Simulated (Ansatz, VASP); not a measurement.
**Mo2C3 in VASP and in Ansatz**

```
Mo C
1.0
     3.63457    0.00000    0.00000
     0.00000    3.63457    0.00000
     0.00000    0.00000    5.39986
Mo C
2 3
Direct
  0.50000 0.00000 0.50000
  0.00000 0.50000 0.50000
  0.00000 0.00000 0.24354
  0.00000 0.00000 0.75646
  0.00000 0.00000 0.00000
```

Alike in both runs: task relaxation of cell and atoms; functional PBE; k mesh 6 × 6 × 4; occupations gaussian, width 0.1 eV; no spin polarisation.

|  | VASP | Ansatz |
| --- | --- | --- |
| version | VASP 6.6.1 | Ansatz 0.2.0 |
| potentials or method | VASP PAW PBE potentials, release 64 (Mo_sv, C), cutoff 600 eV | scalar-relativistic, plane waves, PAW |
| valence electrons in the cell | 40 | 40 |

Ansatz gave:

* gap on the k mesh at the Fermi level, each at its own relaxed structure (eV): none
* relaxed volume (Å³/atom): 14.22
* relaxed cell length with the largest relative difference (Å): 5.445

Problem. Which values does VASP return?

Solution. gap on the k mesh at the Fermi level, each at its own relaxed structure (eV): none; relaxed volume (Å³/atom): 14.22; relaxed cell length with the largest relative difference (Å): 5.440.

A gap of «none» marks a metal or a gap that the smearing closes.
